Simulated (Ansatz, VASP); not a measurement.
SnO in VASP and in Ansatz

```xyz
8
Lattice="3.8202 0.0000 0.0000 0.0000 3.8202 0.0000 0.0000 0.0000 22.2261" Properties=species:S:1:pos:R:3 pbc="T T T"
Sn    2.8651    0.9550    4.5000
Sn    0.9550    2.8651    6.8630
Sn    1.9101    3.8202   11.1130
Sn    3.8202    1.9101   13.4761
O     0.9550    0.9550    5.6815
O     2.8651    2.8651    5.6815
O     3.8202    3.8202   12.2946
O     1.9101    1.9101   12.2946
```

Alike in both runs: task single point; functional PBE; dispersion D3(BJ); k mesh 7 × 7 × 1; occupations gaussian, width 0.05 eV; no spin polarisation.

```csv
,VASP,Ansatz
version,VASP 6.6.1,Ansatz 0.2.0
potentials or method,"VASP PAW PBE potentials, release 64 (Sn_d, O), cutoff 520 eV","scalar-relativistic, plane waves, PAW"
valence electrons in the cell,80,80
```

|  | VASP | Ansatz | Ansatz less VASP |
| --- | --- | --- | --- |
| gap on the k mesh at the Fermi level (eV) | 2.55 | 2.59 | +0.045 |
| least direct gap on the mesh (eV) | 2.58 | 2.62 | +0.043 |
| rms of the force components (eV/Å) | 0.046 | 0.015 | -0.0308 |
